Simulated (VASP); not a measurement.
The system is AlN.

```
CELL_PARAMETERS angstrom
0.00000 2.22683 2.22683
2.22683 0.00000 2.22683
2.22683 2.22683 0.00000
ATOMIC_POSITIONS crystal
Al 0.00000 0.00000 0.00000
N 0.25000 0.25000 0.25000
```

Base run:

| Property | Result |
| --- | --- |
| Program | VASP 6.6.1 |
| Functional | SVWN5 |
| Potentials or basis | VASP PAW PBE potentials, release 64 (Al, N) |
| Cutoff | 520 eV |
| k mesh | 10 × 10 × 10 |
| Occupations | fermi-dirac, width 0.05 eV |
| Spin | no spin polarisation |

Its results: band gap on the k mesh 3.20 eV, indirect (least direct gap 3.72 eV); pressure -13.3 GPa.

**Question.** The run is repeated on the same cell with these changes: functional from SVWN5 to PBE exchange alone; cutoff from 520 eV to 600 eV. What comes out?

**Answer.** Band gap on the k mesh 3.62 eV, indirect (least direct gap 3.98 eV); pressure 6.9 GPa.

Caveats: the PAW data sets were made with another functional, which shifts forces and pressure a little (some runs).

A k mesh can miss the band edges.
